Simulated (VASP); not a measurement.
# Cu (Fm-3m) in VASP: single point with PBE+D3(BJ)

Aim: the single point of Cu with PBE+D3(BJ).

All numbers are computed with VASP 6.6.1; they aren't measurements. Logs are shortened: lines on timing, memory, paths and dates and some standing lists are left out, and cuts for length are marked.

**1. The cell of the first run**

Symmetry: Fm-3m, No. 225, cubic system. The conventional cell has a = 3.562 Å, b = 3.562 Å, c = 3.562 Å, α = 90.00°, β = 90.00°, γ = 90.00°. Cu (site symmetry m-3m) has 12 Cu at 2.52 Å within 3.3 Å.

**2. Single point, PBE+D3(BJ)**

The input, INCAR:

```
SYSTEM = Cu
PREC = Accurate ; ENCUT = 520
EDIFF = 1E-7 ; ISMEAR = 0
SIGMA = 0.1 ; LREAL = .FALSE.
LASPH = .TRUE. ; NELM = 80
ALGO = Normal ; ISIF = 2
LWAVE = .FALSE. ; LCHARG = .FALSE.
GGA = PE ; IVDW = 12
NBANDS = 12
```

The input, KPOINTS:

```
Automatic mesh
0
G
  20 20 20
  0 0 0
```

The input, POSCAR:

```
Cu
1.0
    0.0000000000      1.7811414531      1.7811414531
    1.7811414531      0.0000000000      1.7811414531
    1.7811414531      1.7811414531      0.0000000000
Cu
1
Direct
    0.0000000000      0.0000000000      0.0000000000
```

Potentials or basis: VASP PAW PBE potentials, release 64 (Cu).

Run with:

```sh
$ cat potpaw_PBE.64/Cu/POTCAR > POTCAR
$ mpirun -np 1 vasp_std > vasp.out
```

OUTCAR:

```text
SYSTEM = Cu
   PREC = Accurate
   ENCUT = 520
   EDIFF = 1E-7
   ISMEAR = 0
   LREAL = .FALSE.
   LASPH = .TRUE.
   NELM = 80
   ISIF = 2
   GGA = PE
   IVDW = 12
 IVDW          = 12

 ion  position               nearest neighbor table
   1  0.000  0.000  0.000-

  LATTYP: Found a face centered cubic cell.
 ALAT       =     3.5622829062

  Lattice vectors:

 A1 = (   0.0000000000,   1.7811414531,   1.7811414531)
 A2 = (   1.7811414531,   0.0000000000,   1.7811414531)
 A3 = (   1.7811414531,   1.7811414531,   0.0000000000)

Analysis of symmetry for initial positions (statically):
=====================================================================
 Subroutine PRICEL returns:
 Original cell was already a primitive cell.

 Routine SETGRP: Setting up the symmetry group for a
 face centered cubic supercell.

 Subroutine GETGRP returns: Found 48 space group operations
 (whereof 48 operations were pure point group operations)
 out of a pool of 48 trial point group operations.

The static configuration has the point symmetry O_h .

Analysis of symmetry for dynamics (positions and initial velocities):
=====================================================================
 Subroutine PRICEL returns:
 Original cell was already a primitive cell.

 Routine SETGRP: Setting up the symmetry group for a
 face centered cubic supercell.

 Subroutine GETGRP returns: Found 48 space group operations
 (whereof 48 operations were pure point group operations)
 out of a pool of 48 trial point group operations.

The dynamic configuration has the point symmetry O_h .

 Subroutine INISYM returns: Found 48 space group operations
 (whereof 48 operations are pure point group operations),
 and found     1 'primitive' translations

----------------------------------------------------------------------------------------

                                     Primitive cell

  volume of cell :      11.3012

  direct lattice vectors                    reciprocal lattice vectors
     0.000000000  1.781141453  1.781141453    -0.280718861  0.280718861  0.280718861
     1.781141453  0.000000000  1.781141453     0.280718861 -0.280718861  0.280718861
     1.781141453  1.781141453  0.000000000     0.280718861  0.280718861 -0.280718861

  length of vectors
     2.518914399  2.518914399  2.518914399     0.486219330  0.486219330  0.486219330

  position of ions in fractional coordinates (direct lattice)
     0.000000000  0.000000000  0.000000000

  ion indices of the primitive-cell ions
[... 82 lines left out ...]
   POTIM  = 0.5000    time-step for ionic-motion
   TEBEG  =    0.0;   TEEND  =   0.0 temperature during run
   PSTRESS=    0.0 pullay stress
   NELECT =      11.0000    total number of electrons
   NUPDOWN=      -1.0000    fix difference up-down
   EMIN   =  10.00;   EMAX   =-10.00  energy-range for DOS
   EFERMI =   0.00;   METHOD = LEGACY
   ISMEAR =     0;   SIGMA  =   0.10  broadening in eV -4-tet -1-fermi 0-gaus
   EFERMI_NEDOS =   21; number of points for ismear=-14 and -15
   IALGO  =     38    algorithm
   IMIX   =      4    mixing-type and parameters
     AMIX     =   0.40;   BMIX     =  1.00
     AMIX_MAG =   1.60;   BMIX_MAG =  1.00
  volume/ion in A,a.u.               =      11.30        76.26
  Fermi-wavevector in a.u.,A,eV,Ry     =   1.622423  3.065934 35.814004  2.632255
  Thomas-Fermi vector in A             =   2.716038
   LORBIT       =      0    0 simple, 1 ext, 2 COOP (PROOUT), +10 PAW based schemes
   GGA     = PE    functional components
   LHFCALC =     F    Hartree Fock is set to
   AEXX    =    0.0000 exact exchange contribution
   IVDW    =    12    specifies the selected vdW correction
   LEPSILON=     F    determine dielectric tensor
   LRPA    =     F    only Hartree local field effects (RPA)
 non-spin polarized calculation
 Gauss-broadening in eV      SIGMA  =   0.10
  energy-cutoff  :      520.00
  volume of cell :       11.30
 maximum number of plane-waves:       322
   NGX =  9   NGY =  9   NGZ =  9

 number of electron      11.0000013 magnetization

 Free energy of the ion-electron system (eV)
  ---------------------------------------------------
  ext. energy  EPLUGINS =         0.00000000
  ---------------------------------------------------
  free energy    TOTEN  =        -3.70921512 eV

  energy without entropy =       -3.70795034  energy(sigma->0) =       -3.70858273

 E-fermi :   8.1224     XC(G=0): -12.9836

 val. band max:        8.0710981559   @ k =   0.4500   0.3000   0.0000
 cond. band min:       8.1238567951   @ k =   0.5000   0.2500   0.1000
 fundamental gap:      0.0527586391
 Fermi energy:         8.1224298197

 k-point     1 :       0.0000    0.0000    0.0000
  band No.  band energies     occupation
      1      -1.5474      2.00000
      2       4.9801      2.00000
      3       4.9801      2.00000
      4       4.9801      2.00000
      5       5.8606      2.00000
      6       5.8606      2.00000
      7      31.0907      0.00000
      8      34.0813      0.00000
      9      34.0813      0.00000
     10      34.0813      0.00000
     11      36.6175      0.00000
     12      36.6175      0.00000
[... 331 lines left out ...]
 k-point    24 :      -0.3500    0.0500    0.0000
  band No.  band energies     occupation
      1       2.3550      2.00000
      2       5.0065      2.00000
      3       5.0494      2.00000
      4       5.1729      2.00000
      5       6.1970      2.00000
      6       6.4947      2.00000
      7      15.6929      0.00000
      8      28.4432      0.00000
      9      30.8216      0.00000
     10      32.0501      0.00000
     11      34.2505      0.00000
     12      36.0643      0.00000

 [... further k-points ...]

------------------------ aborting loop because EDIFF is reached ----------------------------------------

 Edisp (eV)   -0.61032

 E8    (eV) :    -0.2618

  FORCE on cell =-STRESS in cart. coord.  units (eV):
  Direction    XX          YY          ZZ          XY          YZ          ZX
  --------------------------------------------------------------------------------------
  -------------------------------------------------------------------------------------
  Total       0.04781     0.04781     0.04781    -0.00000     0.00000    -0.00000
  in kB       6.77804     6.77804     6.77804    -0.00000     0.00000    -0.00000
  external pressure =        6.78 kB  Pullay stress =        0.00 kB

 VOLUME and BASIS-vectors are now :
 -----------------------------------------------------------------------------
  energy-cutoff  :      520.00
  volume of cell :       11.30
      direct lattice vectors                 reciprocal lattice vectors
     0.000000000  1.781141453  1.781141453    -0.280718861  0.280718861  0.280718861
     1.781141453  0.000000000  1.781141453     0.280718861 -0.280718861  0.280718861
     1.781141453  1.781141453  0.000000000     0.280718861  0.280718861 -0.280718861

 POSITION                                       TOTAL-FORCE (eV/Angst)
 -----------------------------------------------------------------------------------
      0.00000      0.00000      0.00000         0.000000     -0.000000      0.000000
 -----------------------------------------------------------------------------------
    total drift:                                0.000000      0.000000      0.000000

  FREE ENERGIE OF THE ION-ELECTRON SYSTEM (eV)
  ---------------------------------------------------
  free  energy   TOTEN  =        -4.3195375899 eV

  energy  without entropy=       -4.3182728105  energy(sigma->0) =       -4.31890520
```

OSZICAR:

```text
N       E                     dE             d eps       ncg     rms          rms(c)
DAV:   1     0.424179905248E+02    0.42418E+02   -0.54037E+03  6888   0.155E+03
DAV:   2    -0.337681433068E+01   -0.45795E+02   -0.42282E+02  6356   0.206E+02
DAV:   3    -0.462154658529E+01   -0.12447E+01   -0.12402E+01  7184   0.389E+01
DAV:   4    -0.462903875585E+01   -0.74922E-02   -0.74913E-02  6928   0.267E+00
DAV:   5    -0.462910499833E+01   -0.66242E-04   -0.66242E-04  7252   0.258E-01    0.773E+00
DAV:   6    -0.405552405853E+01    0.57358E+00   -0.13868E+01  7332   0.714E+01    0.366E+00
DAV:   7    -0.372336093064E+01    0.33216E+00   -0.21026E+00  7336   0.276E+01    0.635E-01
DAV:   8    -0.371042521263E+01    0.12936E-01   -0.45729E-03  7980   0.759E-01    0.261E-01
DAV:   9    -0.370921189365E+01    0.12133E-02   -0.71818E-03  7892   0.149E+00    0.270E-02
DAV:  10    -0.370921635523E+01   -0.44616E-05   -0.27721E-05  8968   0.850E-02    0.814E-03
DAV:  11    -0.370921491396E+01    0.14413E-05   -0.10003E-06  7600   0.187E-02    0.253E-04
DAV:  12    -0.370921505920E+01   -0.14524E-06   -0.83939E-09  4208   0.995E-04    0.996E-05
DAV:  13    -0.370921512265E+01   -0.63454E-07   -0.19027E-09  3724   0.392E-04
   1 F= -.43195376E+01 E0= -.43189052E+01  d E =-.126478E-02
```

stdout:

```text
POSCAR found type information on POSCAR Cu
 POSCAR found :  1 types and       1 ions
 scaLAPACK will be used
 LDA part: xc-table for (Slater+PW92), standard interpolation
 POSCAR, INCAR and KPOINTS ok, starting setup
 FFT: planning ... GRIDC
 FFT: planning ... GRID_SOFT
 FFT: planning ... GRID
 WAVECAR not read
 entering main loop
```

Wall time 16 s (1 thread of Intel Xeon 6975P-C (Granite Rapids), shared host); peak memory 0.15 GiB.

Results:

- Free energy: -4.3195 eV
- Pressure: 0.7 GPa
- Dispersion energy per atom: -0.610 eV

Caveat: pairwise dispersion overbinds metals, which lowers pressure and volume.
